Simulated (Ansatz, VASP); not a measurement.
Given: the input of a run of VASP 6.6.1 on Ti.

File INCAR:

```
SYSTEM = Ti
ALGO     = Fast           ! electronic algorithm
EDIFF    = 1E-6           ! SCF threshold, eV
ENCUT    = 520            ! plane-wave cutoff, eV
GGA      = PS             ! functional
ISIF     = 2              ! what is computed and relaxed
ISMEAR   = -1             ! smearing method
IVDW     = 12             ! dispersion correction
LASPH    = .True.         ! aspherical terms in the spheres
LCHARG   = .False.        ! write CHGCAR
LREAL    = .False.        ! projectors in reciprocal space
LWAVE    = .False.        ! write WAVECAR
NBANDS   = 19             ! bands
NELM     = 100            ! most SCF steps
PREC     = Accurate       ! precision mode
SIGMA    = 0.05           ! smearing width, eV
```

KPOINTS

```
k-points
0
Gamma
  10 10 6
  0 0 0
```

The input POSCAR:

```
Ti
1.0
    2.9500000000      0.0000000000      0.0000000000
   -1.4750000000      2.5547749412      0.0000000000
    0.0000000000      0.0000000000      4.6800000000
Ti
2
Direct
    0.6666666667      0.3333333333      0.7500000000
    0.3333333333      0.6666666667      0.2500000000
```

Potentials or basis: VASP PAW PBE potentials, release 64 (Ti_sv).

Command:

```bash
$ cat potpaw_PBE.64/Ti_sv/POTCAR > POTCAR
$ mpirun -np 1 vasp_std > vasp.out
```

Q: Translate it to Ansatz 0.2.0. Potentials there: Ansatz PAW.

A: As run (the cutoff follows the program's own potentials):

Contents of input.yaml:

```yaml
crystal:
  lattice:
    - [2.95, 0.0, 0.0]
    - [-1.475, 2.5547749412, 0.0]
    - [0.0, 0.0, 4.68]
  atoms:
    - { symbol: Ti, position: [0.6666666667, 0.3333333333, 0.75] }
    - { symbol: Ti, position: [0.3333333333, 0.6666666667, 0.25] }
hamiltonian:
  xc: pbesol
  pseudopotentials: { kind: paw }
  dispersion: d3bj
kpoints:
  mp_grid: { grid: [10, 10, 6] }
scf:
  occupations: { method: fermi_dirac, width: 0.05 }
output:
  forces: true
  stress: true
  eigenvalues: true
```

Potentials or basis: Ansatz PAW.

The run is started by

```sh
$ ansatz run input.yaml --threads 2 --pin off --max-ram 5120MiB --backend cpu --events-out ev --progress --plain --runs-dir out
```

Both were run:

|  | VASP | Ansatz | Ansatz less VASP |
| --- | --- | --- | --- |
| gap on the k mesh at the Fermi level (eV) | none | none | - |
| pressure (GPa) | -11.4 | -11.1 | +0.24 |
| traceless stress, the component that is largest in VASP (GPa) | -0.34 | -0.34 | +0.004 |

VASP's potentials were made for PBE, not for PBEsol. A gap of «none» marks a metal or a gap that the smearing closes.
